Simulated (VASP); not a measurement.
# MgO (Fm-3m) in VASP: settings compared

The runs below take MgO through relaxation of cell and atoms, single point, with PBEsol+D4, RPBE+D3(BJ), revPBE+D3(BJ), LDA.

Everything below comes from runs of VASP 6.6.1. Logs are shortened: lines on timing, memory, paths and dates and some standing lists are left out, and cuts for length are marked.

## (1) The cell of the first run

It takes space group Fm-3m (No. 225, cubic). The conventional cell has a = 4.194 Å, b = 4.194 Å, c = 4.194 Å, α = 90.00°, β = 90.00°, γ = 90.00°. Mg (site symmetry m-3m) has 6 O at 2.10 Å within 2.8 Å. Within 2.8 Å of O (site symmetry m-3m) lie 6 Mg at 2.10 Å.

## (2) Relaxation of cell and atoms, PBEsol+D4

File INCAR:

```
ALGO = Normal ; EDIFF = 1E-7
EDIFFG = -0.01 ; ENCUT = 600
GGA = PS ; IBRION = 2
ISIF = 3 ; ISMEAR = -1
IVDW = 13 ; LASPH = T
LCHARG = F ; LREAL = F
LWAVE = F ; NELM = 100
NSW = 60 ; PREC = Accurate
SIGMA = 0.05
```

File KPOINTS:

```
k-points
0
Gamma
  11 11 11
```

File POSCAR:

```
MgO
1.0
    0.0000000000      2.0970013927      2.0970013927
    2.0970013927      0.0000000000      2.0970013927
    2.0970013927      2.0970013927      0.0000000000
Mg O
1 1
Direct
    0.0000000000      0.0000000000      0.0000000000
    0.5000000000      0.5000000000      0.5000000000
```

Potentials or basis: VASP PAW PBE potentials, release 64 (Mg, O).

Launch:

```bash
$ cat potpaw_PBE.64/Mg/POTCAR potpaw_PBE.64/O/POTCAR > POTCAR
$ mpirun -np 1 vasp_std > vasp.out
```

OUTCAR:

```text
EDIFF = 1E-7
   EDIFFG = -0.01
   ENCUT = 600
   GGA = PS
   IBRION = 2
   ISIF = 3
   ISMEAR = -1
   IVDW = 13
   LASPH = T
   LREAL = F
   NELM = 100
   NSW = 60
   PREC = Accurate

 ion  position               nearest neighbor table
   1  0.000  0.000  0.000-   2 2.10   2 2.10   2 2.10   2 2.10   2 2.10   2 2.10
   2  0.500  0.500  0.500-   1 2.10   1 2.10   1 2.10   1 2.10   1 2.10   1 2.10

  LATTYP: Found a face centered cubic cell.
 ALAT       =     4.1940027854

  Lattice vectors:

 A1 = (   0.0000000000,   2.0970013927,   2.0970013927)
 A2 = (   2.0970013927,   0.0000000000,   2.0970013927)
 A3 = (   2.0970013927,   2.0970013927,   0.0000000000)

Analysis of symmetry for initial positions (statically):
=====================================================================
 Subroutine PRICEL returns:
 Original cell was already a primitive cell.

 Routine SETGRP: Setting up the symmetry group for a
 face centered cubic supercell.

 Subroutine GETGRP returns: Found 48 space group operations
 (whereof 48 operations were pure point group operations)
 out of a pool of 48 trial point group operations.

The static configuration has the point symmetry O_h .

Analysis of symmetry for dynamics (positions and initial velocities):
=====================================================================
 Subroutine PRICEL returns:
 Original cell was already a primitive cell.

 Routine SETGRP: Setting up the symmetry group for a
 face centered cubic supercell.

 Subroutine GETGRP returns: Found 48 space group operations
 (whereof 48 operations were pure point group operations)
 out of a pool of 48 trial point group operations.

The dynamic configuration has the point symmetry O_h .

 Subroutine INISYM returns: Found 48 space group operations
 (whereof 48 operations are pure point group operations),
 and found     1 'primitive' translations

----------------------------------------------------------------------------------------

                                     Primitive cell

  volume of cell :      18.4428

  direct lattice vectors                    reciprocal lattice vectors
     0.000000000  2.097001393  2.097001393    -0.238435702  0.238435702  0.238435702
     2.097001393  0.000000000  2.097001393     0.238435702 -0.238435702  0.238435702
     2.097001393  2.097001393  0.000000000     0.238435702  0.238435702 -0.238435702

  length of vectors
     2.965607810  2.965607810  2.965607810     0.412982751  0.412982751  0.412982751

  position of ions in fractional coordinates (direct lattice)
     0.000000000  0.000000000  0.000000000
     0.500000000  0.500000000  0.500000000

  ion indices of the primitive-cell ions
   primitive index   ion index
                 1           1
                 2           2

----------------------------------------------------------------------------------------

 KPOINTS: k-points

Automatic generation of k-mesh.
 Grid dimensions read from file:
 generate k-points for:   11   11   11

 Generating k-lattice:

  Cartesian coordinates                     Fractional coordinates (reciprocal lattice)
    -0.021675973  0.021675973  0.021675973     0.090909091  0.000000000  0.000000000
     0.021675973 -0.021675973  0.021675973     0.000000000  0.090909091  0.000000000
     0.021675973  0.021675973 -0.021675973     0.000000000  0.000000000  0.090909091

  Length of vectors
     0.037543886  0.037543886  0.037543886

  Shift w.r.t. Gamma in fractional coordinates (k-lattice)
     0.000000000  0.000000000  0.000000000

 Subroutine IBZKPT returns following result:
 ===========================================

 Found     56 irreducible k-points:

 Following reciprocal coordinates:
            Coordinates               Weight
  0.000000  0.000000  0.000000      1.000000
  0.090909  0.000000  0.000000      8.000000
  0.181818  0.000000  0.000000      8.000000
  0.272727  0.000000  0.000000      8.000000
  0.363636  0.000000  0.000000      8.000000
  0.454545  0.000000  0.000000      8.000000
[... 16 lines left out ...]
 -0.272727  0.181818  0.000000     24.000000
 -0.181818  0.181818  0.000000     12.000000
 [... further k-points ...]
   k-points           NKPTS =     56   k-points in BZ     NKDIM =     56   number of bands    NBANDS=      8
   number of dos      NEDOS =    301   number of ions     NIONS =      2
   total plane-waves  NPLWV =  13824
   dimension x,y,z NGX =    24 NGY =   24 NGZ =   24
   dimension x,y,z NGXF=    48 NGYF=   48 NGZF=   48
   ions per type =               1   1
   NGX,Y,Z   is equivalent  to a cutoff of  13.45, 13.45, 13.45 a.u.
   NGXF,Y,Z  is equivalent  to a cutoff of  26.91, 26.91, 26.91 a.u.
 SYSTEM =  unknown system
   PREC   = accura    normal or accurate (medium, high low for compatibility)
   ISTART =      0    job   : 0-new  1-cont  2-samecut
   ICHARG =      2    charge: 1-file 2-atom 10-const
   ISPIN  =      1    spin polarized calculation?
   LNONCOLLINEAR =      F non collinear calculations
   LSORBIT =      F    spin-orbit coupling
   LASPH  =      T    aspherical Exc in radial PAW
   ENCUT  =  600.0 eV  44.10 Ry    6.64 a.u.   5.92  5.92  5.92*2*pi/ulx,y,z
   NELM   =    100;   NELMIN=  2; NELMDL= -5     # of ELM steps
   EDIFF  = 0.1E-06   stopping-criterion for ELM
   LREAL  =      F    real-space projection
   EDIFFG = -.1E-01   stopping-criterion for IOM
   NSW    =     60    number of steps for IOM
   IBRION =      2    ionic relax: 0-MD 1-quasi-New 2-CG
   NFREE  =      1    steps in history (QN), initial steepest desc. (CG)
   ISIF   =      3    stress and relaxation
   ISYM   =      2    0-nonsym 1-usesym 2-fastsym
   POTIM  = 0.5000    time-step for ionic-motion
   TEBEG  =    0.0;   TEEND  =   0.0 temperature during run
   PSTRESS=    0.0 pullay stress
   NELECT =       8.0000    total number of electrons
   NUPDOWN=      -1.0000    fix difference up-down
   EMIN   =  10.00;   EMAX   =-10.00  energy-range for DOS
   EFERMI =   0.00;   METHOD = LEGACY
   ISMEAR =    -1;   SIGMA  =   0.05  broadening in eV -4-tet -1-fermi 0-gaus
   EFERMI_NEDOS =   21; number of points for ismear=-14 and -15
   IALGO  =     38    algorithm
   IMIX   =      4    mixing-type and parameters
     AMIX     =   0.40;   BMIX     =  1.00
     AMIX_MAG =   1.60;   BMIX_MAG =  1.00
  volume/ion in A,a.u.               =       9.22        62.23
  Fermi-wavevector in a.u.,A,eV,Ry     =   1.239261  2.341864 20.895389  1.535768
  Thomas-Fermi vector in A             =   2.373752
   LORBIT       =      0    0 simple, 1 ext, 2 COOP (PROOUT), +10 PAW based schemes
   GGA     = PS    functional components
   LHFCALC =     F    Hartree Fock is set to
   AEXX    =    0.0000 exact exchange contribution
   IVDW    =    13    specifies the selected vdW correction
   LEPSILON=     F    determine dielectric tensor
   LRPA    =     F    only Hartree local field effects (RPA)
 conjugate gradient relaxation of ions
 non-spin polarized calculation
  energy-cutoff  :      600.00
  volume of cell :       18.44
 maximum number of plane-waves:       626
   NGX = 11   NGY = 11   NGZ = 11

 number of electron       8.0000004 magnetization

 Free energy of the ion-electron system (eV)
  ---------------------------------------------------
  ext. energy  EPLUGINS =         0.00000000
  ---------------------------------------------------
  free energy    TOTEN  =       -12.51403481 eV

  energy without entropy =      -12.51403481  energy(sigma->0) =      -12.51403481

 E-fermi :   4.1467     XC(G=0): -11.3725

 val. band max:        3.1627286145   @ k =   0.0000   0.0000   0.0000
 cond. band min:       7.9239674532   @ k =   0.0000   0.0000   0.0000
 fundamental gap:      4.7612388387
 Fermi energy:         4.1466706636

 k-point     1 :       0.0000    0.0000    0.0000
  band No.  band energies     occupation
      1     -14.1097      2.00000
      2       3.1627      2.00000
      3       3.1627      2.00000
      4       3.1627      2.00000
      5       7.9240      0.00000
      6      18.8685      0.00000
      7      18.8685      0.00000
      8      18.8685      0.00000

 k-point     2 :       0.0909    0.0000    0.0000
  band No.  band energies     occupation
      1     -14.0184      2.00000
      2       2.6002      2.00000
      3       3.1042      2.00000
      4       3.1042      2.00000
      5       8.4597      0.00000
      6      17.7629      0.00000
      7      19.0746      0.00000
      8      19.0746      0.00000

 k-point     3 :       0.1818    0.0000    0.0000
  band No.  band energies     occupation
      1     -13.7628      2.00000
      2       1.4057      2.00000
      3       2.9519      2.00000
      4       2.9519      2.00000
      5       9.5335      0.00000
      6      16.3198      0.00000
      7      19.5379      0.00000
      8      19.5379      0.00000

 k-point     4 :       0.2727    0.0000    0.0000
  band No.  band energies     occupation
      1     -13.4007      2.00000
      2       0.1369      2.00000
      3       2.7611      2.00000
      4       2.7611      2.00000
      5      10.4617      0.00000
      6      15.5403      0.00000
      7      19.7897      0.00000
      8      19.7897      0.00000

 k-point     5 :       0.3636    0.0000    0.0000
  band No.  band energies     occupation
      1     -13.0334      2.00000
      2      -0.9040      2.00000
      3       2.5938      2.00000
      4       2.5938      2.00000
      5      10.8990      0.00000
      6      15.5144      0.00000
      7      19.6588      0.00000
      8      19.6588      0.00000
[... 177 lines left out ...]
 k-point    22 :      -0.3636    0.1818    0.0000
  band No.  band energies     occupation
      1     -12.7200      2.00000
      2      -0.9500      2.00000
      3       1.3783      2.00000
      4       2.4008      2.00000
      5      12.3338      0.00000
      6      15.3592      0.00000
      7      17.2886      0.00000
      8      20.2760      0.00000

 k-point    23 :      -0.2727    0.1818    0.0000
  band No.  band energies     occupation
      1     -12.9682      2.00000
      2      -0.4288      2.00000
      3       1.5605      2.00000
      4       2.5814      2.00000
      5      12.0620      0.00000
      6      14.9907      0.00000
      7      17.8539      0.00000
      8      20.5718      0.00000

 k-point    24 :      -0.1818    0.1818    0.0000
  band No.  band energies     occupation
      1     -13.2919      2.00000
      2       0.2396      2.00000
      3       2.0126      2.00000
      4       2.7745      2.00000
      5      11.2305      0.00000
      6      15.1069      0.00000
      7      18.6559      0.00000
      8      21.1023      0.00000

 [... further k-points ...]

------------------------ aborting loop because EDIFF is reached ----------------------------------------

  DFT-D4 for vdW energy calculation

  Edisp (eV):   -0.18997

  FORCE on cell =-STRESS in cart. coord.  units (eV):
  Direction    XX          YY          ZZ          XY          YZ          ZX
  --------------------------------------------------------------------------------------
  -------------------------------------------------------------------------------------
  Total      -0.01975    -0.01975    -0.01975     0.00000    -0.00000     0.00000
  in kB      -1.71610    -1.71610    -1.71610     0.00000    -0.00000     0.00000
  external pressure =       -1.72 kB  Pullay stress =        0.00 kB

 VOLUME and BASIS-vectors are now :
 -----------------------------------------------------------------------------
  energy-cutoff  :      600.00
  volume of cell :       18.44
      direct lattice vectors                 reciprocal lattice vectors
     0.000000000  2.097001393  2.097001393    -0.238435702  0.238435702  0.238435702
     2.097001393  0.000000000  2.097001393     0.238435702 -0.238435702  0.238435702
     2.097001393  2.097001393  0.000000000     0.238435702  0.238435702 -0.238435702

 POSITION                                       TOTAL-FORCE (eV/Angst)
 -----------------------------------------------------------------------------------
      0.00000      0.00000      0.00000        -0.000000     -0.000000      0.000000
      2.09700      2.09700      2.09700         0.000000      0.000000      0.000000
 -----------------------------------------------------------------------------------
    total drift:                               -0.000000     -0.000000      0.000000

  FREE ENERGIE OF THE ION-ELECTRON SYSTEM (eV)
  ---------------------------------------------------
  free  energy   TOTEN  =       -12.7040063971 eV

  energy  without entropy=      -12.7040063971  energy(sigma->0) =      -12.70400640

 reached required accuracy - stopping structural energy minimisation
```

Wall time 5.6 s (1 thread of Intel Xeon 6975P-C (Granite Rapids), shared host); peak memory 0.14 GiB.

What came out:

```
Free energy                : -12.7040 eV
Pressure after relaxing    : -0.2 GPa
Band gap on the k mesh     : 4.76 eV, direct
Dispersion energy per atom : -0.095 eV
```

Final structure:
```cif
data_structure
_symmetry_space_group_name_H-M 'P 1'
_symmetry_Int_Tables_number 1
_cell_length_a 2.9656
_cell_length_b 2.9656
_cell_length_c 2.9656
_cell_angle_alpha 60.000
_cell_angle_beta 60.000
_cell_angle_gamma 60.000
_cell_volume 18.44
loop_
_atom_site_label
_atom_site_type_symbol
_atom_site_fract_x
_atom_site_fract_y
_atom_site_fract_z
_atom_site_occupancy
Mg1 Mg 0.00000 0.00000 0.00000 1
O1 O 0.50000 0.50000 0.50000 1
```

Levels at points of the mesh, in eV from the valence-band top:
| k point | band 1 | band 2 | band 3 | band 4 | band 5 | band 6 | band 7 | band 8 |
| --- | --- | --- | --- | --- | --- | --- | --- | --- |
| (0.00, 0.00, 0.00) | -17.27 | 0.00 | 0.00 | 0.00 | 4.76 | 15.71 | 15.71 | 15.71 |

Caveat: the relaxation stopped at its first step, so nothing moved; the PAW data sets were made with another functional, which shifts forces and pressure a little.

[end of part 1 of 2]
